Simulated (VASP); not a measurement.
Input of a VASP 6.6.1 run:

File INCAR:

```
PREC     = Accurate       # precision mode
ENCUT    = 520            # plane-wave cutoff, eV
EDIFF    = 1E-6           # SCF threshold, eV
ISMEAR   = -1             # smearing method
SIGMA    = 0.05           # smearing width, eV
LREAL    = False          # projectors in reciprocal space
LASPH    = True           # aspherical terms in the spheres
NELM     = 100            # most SCF steps
ALGO     = Normal         # electronic algorithm
ISIF     = 2              # what is computed and relaxed
LWAVE    = False          # write WAVECAR
LCHARG   = False          # write CHGCAR
GGA      = PE             # functional
NBANDS   = 15             # bands
```

KPOINTS

```
Automatic mesh
0
Gamma
  8 8 8
```

The input POSCAR:

```
PtSe
1.0
    0.0000000000      2.7796292813      2.7796292813
    2.7796292813      0.0000000000      2.7796292813
    2.7796292813      2.7796292813      0.0000000000
Pt Se
1 1
Direct
    0.5000000000      0.5000000000      0.5000000000
    0.0000000000      0.0000000000      0.0000000000
```

Potentials or basis: VASP PAW PBE potentials, release 64 (Pt, Se).

Run with:

```console
$ cat potpaw_PBE.64/Pt/POTCAR potpaw_PBE.64/Se/POTCAR > POTCAR
$ mpirun -np 1 vasp_std > vasp.out
```

Task: Predict the pressure.

Result: -13.5 GPa.

Task: Estimate the band gap on the k mesh.

Result: Zero (band 8 reaches 7.72 eV, above the bottom of band 9 at 4.18 eV).

Caveat: spin-orbit coupling is left out, which moves the levels of the heavy elements.
